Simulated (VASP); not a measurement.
# Nb (R-3m) in VASP: a series of runs

The runs below take Nb through single point, with LDA.

Everything below comes from runs of VASP 6.6.1. Logs are shortened: lines on timing, memory, paths and dates and some standing lists are left out, and cuts for length are marked.

### 1 The cell of the first run

It takes space group R-3m (No. 166, trigonal). Conventional cell: a = 3.021 Å, b = 3.021 Å, c = 7.180 Å, α = 90.00°, β = 90.00°, γ = 120.00°. Nb (site symmetry -3m) has 12 Nb at 2.96 to 3.02 Å within 3.9 Å.

### 2 Single point, LDA (equal xy, yz and zx shear strains of -2 %)

The input, INCAR:

```
SYSTEM = Nb
PREC     = Accurate       ! precision mode
ENCUT    = 520            ! plane-wave cutoff, eV
EDIFF    = 1E-7           ! SCF threshold, eV
ISMEAR   = -1             ! smearing method
SIGMA    = 0.03           ! smearing width, eV
LREAL    = .FALSE.        ! projectors in reciprocal space
LASPH    = .TRUE.         ! aspherical terms in the spheres
NELM     = 100            ! most SCF steps
ALGO     = Normal         ! electronic algorithm
ISIF     = 2              ! what is computed and relaxed
LWAVE    = .FALSE.        ! write WAVECAR
LCHARG   = .FALSE.        ! write CHGCAR
GGA      = CA             ! functional
NBANDS   = 12             ! bands
```

The input, KPOINTS:

```
regular mesh
0
G
  13 13 13
  0 0 0
```

The input, POSCAR:

```
Nb
1.0
   -0.0423000000      2.0938500000      2.0938500000
    2.0938500000     -0.0423000000      2.0938500000
    2.0938500000      2.0938500000     -0.0423000000
Nb
1
Direct
    0.0000000000      0.0000000000      0.0000000000
```

Potentials or basis: VASP PAW LDA potentials, release 64 (Nb_sv).

Started as:

```bash
$ cat potpaw_LDA.64/Nb_sv/POTCAR > POTCAR
$ mpirun -np 1 vasp_std > vasp.out
```

OUTCAR:

```text
SYSTEM = Nb
   PREC = Accurate
   ENCUT = 520
   EDIFF = 1E-7
   ISMEAR = -1
   LREAL = .FALSE.
   LASPH = .TRUE.
   NELM = 100
   ISIF = 2
   GGA = CA

 ion  position               nearest neighbor table
   1  0.000  0.000  0.000-

  LATTYP: Found a trigonal (rhomboedric) cell.
 ALAT       =     2.9614531796
 COS(alpha) =     0.4797000918

  Lattice vectors:

 A1 = (  -0.0423000000,   2.0938500000,   2.0938500000)
 A2 = (   2.0938500000,  -0.0423000000,   2.0938500000)
 A3 = (   2.0938500000,   2.0938500000,  -0.0423000000)

Analysis of symmetry for initial positions (statically):
=====================================================================
 Subroutine PRICEL returns:
 Original cell was already a primitive cell.

 Routine SETGRP: Setting up the symmetry group for a
 trigonal (rhombohedral) supercell.

 Subroutine GETGRP returns: Found 12 space group operations
 (whereof 12 operations were pure point group operations)
 out of a pool of 12 trial point group operations.

The static configuration has the point symmetry D_3d.

Analysis of symmetry for dynamics (positions and initial velocities):
=====================================================================
 Subroutine PRICEL returns:
 Original cell was already a primitive cell.

 Routine SETGRP: Setting up the symmetry group for a
 trigonal (rhombohedral) supercell.

 Subroutine GETGRP returns: Found 12 space group operations
 (whereof 12 operations were pure point group operations)
 out of a pool of 12 trial point group operations.

The dynamic configuration has the point symmetry D_3d.

 Subroutine INISYM returns: Found 12 space group operations
 (whereof 12 operations are pure point group operations),
 and found     1 'primitive' translations

----------------------------------------------------------------------------------------

                                     Primitive cell

  volume of cell :      18.9160

  direct lattice vectors                    reciprocal lattice vectors
    -0.042300000  2.093850000  2.093850000    -0.231677532  0.236454388  0.236454388
     2.093850000 -0.042300000  2.093850000     0.236454388 -0.231677532  0.236454388
     2.093850000  2.093850000 -0.042300000     0.236454388  0.236454388 -0.231677532

  length of vectors
     2.961453180  2.961453180  2.961453180     0.406811792  0.406811792  0.406811792

  position of ions in fractional coordinates (direct lattice)
     0.000000000  0.000000000  0.000000000

  ion indices of the primitive-cell ions
[... 75 lines left out ...]
   LREAL  =      F    real-space projection
   EDIFFG = 0.1E-05   stopping-criterion for IOM
   NSW    =      0    number of steps for IOM
   IBRION =     -1    ionic relax: 0-MD 1-quasi-New 2-CG
   NFREE  =      0    steps in history (QN), initial steepest desc. (CG)
   ISIF   =      2    stress and relaxation
   ISYM   =      2    0-nonsym 1-usesym 2-fastsym
   POTIM  = 0.5000    time-step for ionic-motion
   TEBEG  =    0.0;   TEEND  =   0.0 temperature during run
   PSTRESS=    0.0 pullay stress
   NELECT =      13.0000    total number of electrons
   NUPDOWN=      -1.0000    fix difference up-down
   EMIN   =  10.00;   EMAX   =-10.00  energy-range for DOS
   EFERMI =   0.00;   METHOD = LEGACY
   ISMEAR =    -1;   SIGMA  =   0.03  broadening in eV -4-tet -1-fermi 0-gaus
   EFERMI_NEDOS =   21; number of points for ismear=-14 and -15
   IALGO  =     38    algorithm
   IMIX   =      4    mixing-type and parameters
     AMIX     =   0.40;   BMIX     =  1.00
     AMIX_MAG =   1.60;   BMIX_MAG =  1.00
  volume/ion in A,a.u.               =      18.92       127.65
  Fermi-wavevector in a.u.,A,eV,Ry     =   1.444705  2.730097 28.397723  2.087174
  Thomas-Fermi vector in A             =   2.562970
   LORBIT       =      0    0 simple, 1 ext, 2 COOP (PROOUT), +10 PAW based schemes
   GGA     = CA    functional components
   LHFCALC =     F    Hartree Fock is set to
   AEXX    =    0.0000 exact exchange contribution
   IVDW    =     0    specifies the selected vdW correction
   LEPSILON=     F    determine dielectric tensor
   LRPA    =     F    only Hartree local field effects (RPA)
 non-spin polarized calculation
  energy-cutoff  :      520.00
  volume of cell :       18.92
 maximum number of plane-waves:       531
 NGX is ok and might be reduce to    24
   NGX = 11   NGY = 11   NGZ = 11

 number of electron      13.0000000 magnetization

 Free energy of the ion-electron system (eV)
  ---------------------------------------------------
  ext. energy  EPLUGINS =         0.00000000
  ---------------------------------------------------
  free energy    TOTEN  =       -10.85324497 eV

  energy without entropy =      -10.84782115  energy(sigma->0) =      -10.85053306

 E-fermi :  10.6177     XC(G=0): -12.4665

 val. band max:       10.6150067720   @ k =  -0.1538   0.4615   0.0769
 cond. band min:      10.6184780905   @ k =   0.3846   0.2308   0.2308
 fundamental gap:      0.0034713185
 Fermi energy:        10.6176872238

 k-point     1 :       0.0000    0.0000    0.0000
  band No.  band energies     occupation
      1     -43.8280      2.00000
      2     -19.4097      2.00000
      3     -19.4097      2.00000
      4     -19.3303      2.00000
      5       4.4811      2.00000
      6      10.5872      1.46795
      7      10.5872      1.46795
      8      11.0603      0.00000
      9      13.3078      0.00000
     10      13.3078      0.00000
     11      22.5263      0.00000
     12      26.9754      0.00000
[... 331 lines left out ...]
 k-point    24 :       0.4615    0.1538    0.0000
  band No.  band energies     occupation
      1     -43.6354      2.00000
      2     -20.4214      2.00000
      3     -19.6675      2.00000
      4     -19.5662      2.00000
      5       7.4748      2.00000
      6       9.6013      2.00000
      7      10.5640      1.71337
      8      11.5226      0.00000
      9      15.3166      0.00000
     10      15.7585      0.00000
     11      21.2191      0.00000
     12      24.1860      0.00000

 [... further k-points ...]
[... 5 lines left out ...]
  --------------------------------------------------------------------------------------
  -------------------------------------------------------------------------------------
  Total       -1.2495885     -1.2495885     -1.2495885     -0.0972537     -0.0972537     -0.0972537
  in kB     -105.8394690   -105.8394690   -105.8394690     -8.2373350     -8.2373350     -8.2373350
  external PRESSURE =    -105.8394690 kB  Pullay stress =       0.0000000 kB

 VOLUME and BASIS-vectors are now :
 -----------------------------------------------------------------------------
  energy-cutoff  :      520.00
  volume of cell :       18.92
      direct lattice vectors                 reciprocal lattice vectors
    -0.042300000  2.093850000  2.093850000    -0.231677532  0.236454388  0.236454388
     2.093850000 -0.042300000  2.093850000     0.236454388 -0.231677532  0.236454388
     2.093850000  2.093850000 -0.042300000     0.236454388  0.236454388 -0.231677532

 POSITION                                       TOTAL-FORCE (eV/Angst)
 -----------------------------------------------------------------------------------
      0.00000      0.00000      0.00000        -0.000000      0.000000     -0.000000
 -----------------------------------------------------------------------------------
    total drift:                               -0.000000      0.000000     -0.000000

  FREE ENERGIE OF THE ION-ELECTRON SYSTEM (eV)
  ---------------------------------------------------
  free  energy   TOTEN  =       -10.8532449671 eV

  energy  without entropy=      -10.8478211472  energy(sigma->0) =      -10.85053306
```

stdout:

```text
POSCAR found type information on POSCAR Nb
 POSCAR found :  1 types and       1 ions
 scaLAPACK will be used
 LDA part: xc-table for (Slater(with rela. corr.)+CA(PZ))
 , standard interpolation
 POSCAR, INCAR and KPOINTS ok, starting setup
 FFT: planning ... GRIDC
 FFT: planning ... GRID_SOFT
 FFT: planning ... GRID
 WAVECAR not read
 entering main loop
```

It took 64 s on 1 thread of Intel Xeon 8259CL, shared host; peak memory 0.17 GiB.

What came out:

```yaml
Free_energy: -10.8532 eV
Pressure: -10.6 GPa
Band_gap_on_the_k_mesh: zero (an odd number of electrons rules out a gap without spin polarisation)
```

Levels at points of the mesh, in eV from the Fermi level:
```tsv
k point	band 4	band 5	band 6	band 7	band 8	band 9
(0.00, 0.00, 0.00)	-29.95	-6.14	-0.03	-0.03	0.44	2.69
```

Caveat: the cell differs from its parent crystal (equal xy, yz and zx shear strains of -2 %); the cell stands under tension.

### 3 Single point, LDA (equal xy, yz and zx shear strains of -1 %)

The input, INCAR:

```
SYSTEM = Nb
ALGO = Normal
EDIFF = 1E-6
ENCUT = 520
ISIF = 2
ISMEAR = -1
LASPH = .True.
LCHARG = .False.
LREAL = .False.
LWAVE = .False.
NBANDS = 12
NELM = 60
PREC = Accurate
SIGMA = 0.03
```

The input, KPOINTS:

```
k-points
0
Gamma
  13 13 13
  0 0 0
```

The input, POSCAR:

```
Nb
1.0
   -0.0211500000      2.1044250000      2.1044250000
    2.1044250000     -0.0211500000      2.1044250000
    2.1044250000      2.1044250000     -0.0211500000
Nb
1
Direct
    0.0000000000      0.0000000000      0.0000000000
```

Potentials or basis: VASP PAW LDA potentials, release 64 (Nb_sv).

Started as:

```bash
$ cat potpaw_LDA.64/Nb_sv/POTCAR > POTCAR
$ mpirun -np 1 vasp_std > vasp.out
```

Run time: 44 s. Hardware: 1 thread of Intel Xeon 8259CL, shared host; peak memory 0.17 GiB.

The run converged. Its results:

```yaml
Free_energy: -10.8507 eV
Pressure: -10.5 GPa
Band_gap_on_the_k_mesh: zero (an odd number of electrons rules out a gap without spin polarisation)
```

Stress tensor (GPa, compression positive):
```
-10.52  -0.46  -0.46
 -0.46 -10.52  -0.46
 -0.46  -0.46 -10.52
```

Levels at points of the mesh, in eV from the Fermi level:
| k point | band 3 | band 4 | band 5 | band 6 | band 7 | band 8 | band 9 | band 10 |
| --- | --- | --- | --- | --- | --- | --- | --- | --- |
| (0.00, 0.00, 0.00) | -30.03 | -29.99 | -6.15 | 0.04 | 0.04 | 0.27 | 2.67 | 2.67 |

Caveat: the cell differs from its parent crystal (equal xy, yz and zx shear strains of -1 %); the cell stands under tension.

### 4 Single point, LDA (equal xy, yz and zx shear strains of +1 %)

The input, INCAR:

```
SYSTEM = Nb
  ALGO = Normal
  EDIFF = 1E-7
  ENCUT = 520
  GGA = CA
  ISIF = 2
  ISMEAR = -1
  LASPH = .True.
  LCHARG = .False.
  LREAL = .False.
  LWAVE = .False.
  NBANDS = 12
  NELM = 100
  PREC = Accurate
  SIGMA = 0.03
```

KPOINTS is that of step 3.

The input, POSCAR:

```
Nb
1.0
    0.0211500000      2.1255750000      2.1255750000
    2.1255750000      0.0211500000      2.1255750000
    2.1255750000      2.1255750000      0.0211500000
Nb
1
Direct
    0.0000000000      0.0000000000      0.0000000000
```

Potentials or basis: VASP PAW LDA potentials, release 64 (Nb_sv).

Started as:

```bash
$ cat potpaw_LDA.64/Nb_sv/POTCAR > POTCAR
$ mpirun -np 1 vasp_std > vasp.out
```

OUTCAR:

```text
SYSTEM = Nb
   EDIFF = 1E-7
   ENCUT = 520
   GGA = CA
   ISIF = 2
   ISMEAR = -1
   LASPH = .True.
   LREAL = .False.
   NELM = 100
   PREC = Accurate

 ion  position               nearest neighbor table
   1  0.000  0.000  0.000-

  LATTYP: Found a trigonal (rhomboedric) cell.
 ALAT       =     3.0060913964
 COS(alpha) =     0.5099250056

  Lattice vectors:

 A1 = (   0.0211500000,   2.1255750000,   2.1255750000)
 A2 = (   2.1255750000,   0.0211500000,   2.1255750000)
 A3 = (   2.1255750000,   2.1255750000,   0.0211500000)

Analysis of symmetry for initial positions (statically):
=====================================================================
 Subroutine PRICEL returns:
 Original cell was already a primitive cell.

 Routine SETGRP: Setting up the symmetry group for a
 trigonal (rhombohedral) supercell.

 Subroutine GETGRP returns: Found 12 space group operations
 (whereof 12 operations were pure point group operations)
 out of a pool of 12 trial point group operations.

The static configuration has the point symmetry D_3d.

Analysis of symmetry for dynamics (positions and initial velocities):
=====================================================================
 Subroutine PRICEL returns:
 Original cell was already a primitive cell.

 Routine SETGRP: Setting up the symmetry group for a
 trigonal (rhombohedral) supercell.

 Subroutine GETGRP returns: Found 12 space group operations
 (whereof 12 operations were pure point group operations)
 out of a pool of 12 trial point group operations.

The dynamic configuration has the point symmetry D_3d.

 Subroutine INISYM returns: Found 12 space group operations
 (whereof 12 operations are pure point group operations),
 and found     1 'primitive' translations

----------------------------------------------------------------------------------------

                                     Primitive cell

  volume of cell :      18.9203

[... 106 lines left out ...]
     AMIX_MAG =   1.60;   BMIX_MAG =  1.00
  volume/ion in A,a.u.               =      18.92       127.68
  Fermi-wavevector in a.u.,A,eV,Ry     =   1.444596  2.729891 28.393420  2.086858
  Thomas-Fermi vector in A             =   2.562873
   LORBIT       =      0    0 simple, 1 ext, 2 COOP (PROOUT), +10 PAW based schemes
   GGA     = CA    functional components
   LHFCALC =     F    Hartree Fock is set to
   AEXX    =    0.0000 exact exchange contribution
   IVDW    =     0    specifies the selected vdW correction
   LEPSILON=     F    determine dielectric tensor
   LRPA    =     F    only Hartree local field effects (RPA)
 non-spin polarized calculation
  energy-cutoff  :      520.00
  volume of cell :       18.92
 maximum number of plane-waves:       532
   NGX = 11   NGY = 11   NGZ = 11

 number of electron      13.0000001 magnetization

 Free energy of the ion-electron system (eV)
  ---------------------------------------------------
  ext. energy  EPLUGINS =         0.00000000
  ---------------------------------------------------
  free energy    TOTEN  =       -10.85097254 eV

  energy without entropy =      -10.84595179  energy(sigma->0) =      -10.84846216

 E-fermi :  10.6245     XC(G=0): -12.4669

 val. band max:       10.6197628234   @ k =  -0.4615   0.2308   0.0000
 cond. band min:      10.6276189609   @ k =  -0.3846  -0.3846   0.3077
 fundamental gap:      0.0078561375
 Fermi energy:        10.6244670546

 k-point     1 :       0.0000    0.0000    0.0000
  band No.  band energies     occupation
      1     -43.8387      2.00000
      2     -19.4215      2.00000
      3     -19.3821      2.00000
      4     -19.3821      2.00000
      5       4.4770      2.00000
      6      10.5939      1.46971
      7      10.8162      0.00335
      8      10.8162      0.00335
      9      13.2887      0.00000
     10      13.2887      0.00000
     11      22.5251      0.00000
     12      26.9667      0.00000
[... 331 lines left out ...]
 k-point    24 :       0.4615    0.1538   -0.0000
  band No.  band energies     occupation
      1     -43.6396      2.00000
      2     -20.4233      2.00000
      3     -19.6826      2.00000
      4     -19.6241      2.00000
      5       7.4823      2.00000
      6       9.6712      2.00000
      7      10.6716      0.34386
      8      11.3089      0.00000
      9      15.2973      0.00000
     10      15.8035      0.00000
     11      21.3414      0.00000
     12      24.1900      0.00000

 [... further k-points ...]
[... 5 lines left out ...]
  --------------------------------------------------------------------------------------
  -------------------------------------------------------------------------------------
  Total       -1.2334194     -1.2334194     -1.2334194      0.0819908      0.0819908      0.0819908
  in kB     -104.4462201   -104.4462201   -104.4462201      6.9429951      6.9429951      6.9429951
  external PRESSURE =    -104.4462201 kB  Pullay stress =       0.0000000 kB

 VOLUME and BASIS-vectors are now :
 -----------------------------------------------------------------------------
  energy-cutoff  :      520.00
  volume of cell :       18.92
      direct lattice vectors                 reciprocal lattice vectors
     0.021150000  2.125575000  2.125575000    -0.238770803  0.236418381  0.236418381
     2.125575000  0.021150000  2.125575000     0.236418381 -0.238770803  0.236418381
     2.125575000  2.125575000  0.021150000     0.236418381  0.236418381 -0.238770803

 POSITION                                       TOTAL-FORCE (eV/Angst)
 -----------------------------------------------------------------------------------
      0.00000      0.00000      0.00000        -0.000000      0.000000      0.000000
 -----------------------------------------------------------------------------------
    total drift:                                0.000000      0.000000     -0.000000

  FREE ENERGIE OF THE ION-ELECTRON SYSTEM (eV)
  ---------------------------------------------------
  free  energy   TOTEN  =       -10.8509725370 eV

  energy  without entropy=      -10.8459517854  energy(sigma->0) =      -10.84846216
```

It took 57 s on 1 thread of Intel Xeon 8259CL, shared host; peak memory 0.17 GiB.

What came out:

```
Free energy            : -10.8510 eV
Pressure               : -10.4 GPa
Band gap on the k mesh : zero (an odd number of electrons rules out a gap without spin polarisation)
```

Stress tensor (GPa, compression positive):
```
-10.44   0.69   0.69
  0.69 -10.44   0.69
  0.69   0.69 -10.44
```

Levels at points of the mesh, in eV from the Fermi level:
```
           k point  band 3  band 4  band 5  band 6  band 7  band 8  band 9  band 10
(0.00, 0.00, 0.00)  -30.01  -30.01   -6.15   -0.03    0.19    0.19    2.66     2.66
```

Caveat: the cell differs from its parent crystal (equal xy, yz and zx shear strains of +1 %); the cell stands under tension.

### 5 Single point, LDA (equal xy, yz and zx shear strains of +2 %)

The input, INCAR:

```
  PREC = Accurate
  ENCUT = 520
  EDIFF = 1E-6
  ISMEAR = -1
  SIGMA = 0.03
  LREAL = False
  LASPH = True
  NELM = 100
  ALGO = Normal
  ISIF = 2
  LWAVE = False
  LCHARG = False
  GGA = CA
  NBANDS = 12
```

The input, KPOINTS:

```
Automatic mesh
0
Gamma
  13 13 13
```

The input, POSCAR:

```
Nb
1.0
    0.0423000000      2.1361500000      2.1361500000
    2.1361500000      0.0423000000      2.1361500000
    2.1361500000      2.1361500000      0.0423000000
Nb
1
Direct
    0.0000000000      0.0000000000      0.0000000000
```

Started as:

```bash
$ cat potpaw_LDA.64/Nb_sv/POTCAR > POTCAR
$ mpirun -np 1 vasp_std > vasp.out
```

Run time: 50 s. Hardware: 1 thread of Intel Xeon 8259CL, shared host; peak memory 0.17 GiB.

The run converged. Its results:

```
Free energy            : -10.8543 eV
Pressure               : -10.5 GPa
Band gap on the k mesh : zero (an odd number of electrons rules out a gap without spin polarisation)
```

Stress tensor (GPa, compression positive):
```
-10.45   0.97   0.97
  0.97 -10.45   0.97
  0.97   0.97 -10.45
```

Levels at points of the mesh, in eV from the Fermi level:
| k point | band 2 | band 3 | band 4 | band 5 | band 6 | band 7 | band 8 | band 9 | band 10 | band 11 |
| --- | --- | --- | --- | --- | --- | --- | --- | --- | --- | --- |
| (0.00, 0.00, 0.00) | -30.07 | -30.00 | -30.00 | -6.15 | -0.18 | 0.25 | 0.25 | 2.67 | 2.67 | 11.89 |

Caveat: the cell differs from its parent crystal (equal xy, yz and zx shear strains of +2 %); the cell stands under tension.

### 6 Summary

| cell | gap on the mesh (eV) | pressure (GPa) |
| --- | --- | --- |
| a = 2.961 Å, angles 61.3°, 1 atom | none | -10.6 |
| a = 2.976 Å, angles 60.7°, 1 atom | none | -10.5 |
| a = 3.006 Å, angles 59.3°, 1 atom | none | -10.4 |
| a = 3.021 Å, angles 58.7°, 1 atom | none | -10.5 |

Alike in all rows: task single point; level LDA; potentials or basis VASP PAW LDA potentials, release 64 (Nb_sv); no spin polarisation; k mesh 13 × 13 × 13; cutoff (eV) 520; smearing fermi-dirac 0.03 eV.

Caveats: the cell stands under tension.

Total energies depend on the potentials used, so only differences within one code and one set of settings carry meaning.
